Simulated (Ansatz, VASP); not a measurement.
TiO2 in VASP and in Ansatz

```
Ti O
1.0
    -2.00410    2.00410    5.28110
     2.00410   -2.00410    5.28110
     2.00410    2.00410   -5.28110
Ti O
2 4
Direct
  0.00000 0.00000 0.00000
  0.75000 0.25000 0.50000
  0.20523 0.20523 0.00000
  0.95523 0.45523 0.50000
  0.54477 0.04477 0.50000
  0.79477 0.79477 0.00000
```

Alike in both runs: task single point; functional PBE; k mesh 8 × 8 × 8; occupations gaussian, width 0.05 eV; no spin polarisation; Hubbard terms Ti d U = 4.0 eV.

|  | VASP | Ansatz |
| --- | --- | --- |
| version | VASP 6.6.1 | Ansatz 0.2.0 |
| potentials or method | VASP PAW PBE potentials, release 64 (Ti_sv, O), cutoff 520 eV | scalar-relativistic, plane waves, PAW |
| valence electrons in the cell | 48 | 48 |

```tsv
	VASP	Ansatz	Ansatz less VASP
gap on the k mesh at the Fermi level (eV)	2.15	2.09	-0.060
least direct gap on the mesh (eV)	2.41	2.35	-0.059
pressure (GPa)	-22.0	-24.1	-2.05
traceless stress, the component that is largest in VASP (GPa)	-2.96	-2.27	+0.682
rms of the force components (eV/Å)	0.327	0.366	+0.0389
```

The programs project onto different local orbitals, so the same U acts differently, and such runs can settle in different states. Atom by atom the forces differ by 0.039 eV/Å (rms over components).
